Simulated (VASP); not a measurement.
Here is a VASP 6.6.1 calculation.

INCAR

```
SYSTEM = TlPdCl3
ALGO     = Normal         ! electronic algorithm
EDIFF    = 1E-6           ! SCF threshold, eV
ENCUT    = 520            ! plane-wave cutoff, eV
GGA      = PE             ! functional
ISIF     = 2              ! what is computed and relaxed
ISMEAR   = 0              ! smearing method
LASPH    = .TRUE.         ! aspherical terms in the spheres
LCHARG   = .FALSE.        ! write CHGCAR
LREAL    = .FALSE.        ! projectors in reciprocal space
LWAVE    = .FALSE.        ! write WAVECAR
NBANDS   = 55             ! bands
NELM     = 100            ! most SCF steps
PREC     = Accurate       ! precision mode
SIGMA    = 0.2            ! smearing width, eV
```

The input KPOINTS:

```
k-points
0
G
  4 4 2
  0 0 0
```

File POSCAR:

```
TlPdCl3
1.0
   -4.9842869356      0.0012008965      0.0002867441
    0.0003673242     -0.0011110513     -4.9945183341
    0.0024362255     -9.9748342930     -0.0021221924
Tl Pd Cl
2 2 6
Direct
    0.4949701070      0.4987647538      0.7493301929
    0.4958846995      0.5045431471      0.2501482142
    0.0005056860     -0.0002447714     -0.0003094805
    0.0004947363     -0.0010363696      0.5002377867
    0.5006652451     -0.0001909334     -0.0002933264
    0.5008338765     -0.0004116664      0.4999564074
    0.0003844919      0.0000026177      0.7493359737
    0.0013240539     -0.0001937881      0.2508267197
    0.0012441926      0.4996629048      0.0004305273
    0.0036929111      0.4991041056      0.5003369850
```

Potentials or basis: VASP PAW PBE potentials, release 64 (Tl_d, Pd, Cl).

Launch:

```console
$ cat potpaw_PBE.64/Tl_d/POTCAR potpaw_PBE.64/Pd/POTCAR potpaw_PBE.64/Cl/POTCAR > POTCAR
$ mpirun -np 1 vasp_std > vasp.out
```

Task: Predict the pressure.

Result: -0.2 GPa.

Task: Estimate the band gap on the k mesh.

Result: Zero (band 44 reaches 4.91 eV, above the bottom of band 45 at 2.09 eV).

Forces in eV/Å, atoms in the order of the input:
```
Tl  -0.006 -0.006 -0.001
Tl  -0.005  0.004  0.006
Pd   0.000 -0.018  0.002
Pd  -0.007  0.008 -0.009
Cl   0.003 -0.001  0.001
Cl   0.001 -0.002  0.002
Cl  -0.001 -0.003  0.003
Cl   0.003  0.014  0.002
Cl   0.001  0.004 -0.004
Cl   0.012  0.000 -0.002
```

Caveat: spin-orbit coupling is left out, which moves the levels of the heavy elements.
